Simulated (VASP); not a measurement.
A run of VASP 6.6.1 is set up as follows.

Contents of INCAR:

```
PREC = Accurate
ENCUT = 520
EDIFF = 1E-6
ISMEAR = 0
SIGMA = 0.02
LREAL = Auto
LASPH = T
NELM = 100
ALGO = Normal
ISIF = 2
LWAVE = F
LCHARG = F
GGA = PE
IVDW = 12
NELECT = 72.0
NBANDS = 48
```

Contents of KPOINTS:

```
Automatic mesh
0
Gamma
  2 2 2
```

The input POSCAR:

```
TiAl6N8
1.0
   -3.0810000000     -5.3364490000      0.0000000000
    4.6215000000     -2.6682240000      0.0000000000
    0.0000000000      0.0000000000      5.0310000000
Al N Ti
6 8 1
Direct
    0.5041652156      0.3316689450      0.0002516398
    0.5018949609      0.6696080006      0.5073343272
    0.2438709485      0.8324421491     -0.0056185649
   -0.0065309720      0.6620108353      0.5107916915
    0.7536675469      0.8413261305     -0.0025468098
    0.7512815789      0.1663013187      0.5197863248
    0.5034772078      0.3408805100      0.3795539654
    0.4982462432      0.6624104025      0.8818670244
    0.2491032501      0.8208783108      0.3739475253
    0.2681049784      0.1579044549      0.8751612006
   -0.0049241485      0.3331322511      0.4126811767
   -0.0019501483      0.7022764456      0.8673774597
    0.7460175219      0.8344496343      0.3771045518
    0.7280744721      0.1566085575      0.8772202345
    0.2423020408      0.1672631370      0.5127034387
```

Potentials or basis: VASP PAW PBE potentials, release 64 (Al, N, Ti_sv).

Run with:

```console
$ cat potpaw_PBE.64/Al/POTCAR potpaw_PBE.64/N/POTCAR potpaw_PBE.64/Ti_sv/POTCAR > POTCAR
$ mpirun -np 1 vasp_std > vasp.out
```

(1) Estimate the largest force.

(2) Predict the dispersion energy per atom.

## Answers

(1) 0.062 eV/Å.

(2) -0.258 eV.

Caveat: the k points lie up to 0.62 Å⁻¹ apart; the cell carries a net charge on a neutralising background, which shifts energy and pressure.
